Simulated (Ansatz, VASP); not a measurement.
**One calculation of Sn2GeO3, two programs**

```
Sn Ge O
1.0
     3.07118    0.00000    0.00000
     0.00000    3.07118    0.00000
     0.00000    0.00000    9.18857
Sn Ge O
2 1 3
Cartesian
  0.0000 0.0000 3.0052
  0.0000 0.0000 6.1834
  0.0000 0.0000 0.0000
  1.5356 1.5356 1.4348
  1.5356 1.5356 4.5943
  1.5356 1.5356 7.7538
```

Change from the starting cell: species swapped into the Al3Ni2Pt type (P4/mmm, No. 123).

Alike in both runs: functional PBE; k mesh 6 × 6 × 2; occupations gaussian, width 0.1 eV; no spin polarisation.

Ansatz relaxed the structure, and its values are those at the end. VASP's run is a single point on that final structure, the one shown.

|  | VASP | Ansatz |
| --- | --- | --- |
| version | VASP 6.6.1 | Ansatz 0.2.0 |
| potentials or method | VASP PAW PBE potentials, release 64 (Sn_d, Ge_d, O), cutoff 520 eV | scalar-relativistic, plane waves, PAW |
| valence electrons in the cell | 60 | 60 |

```tsv
	VASP	Ansatz	Ansatz less VASP
gap on the k mesh at the Fermi level (eV)	0.08	0.09	+0.005
least direct gap on the mesh (eV)	0.94	0.94	+0.001
pressure (GPa)	-0.3	-0.3	+0.02
```
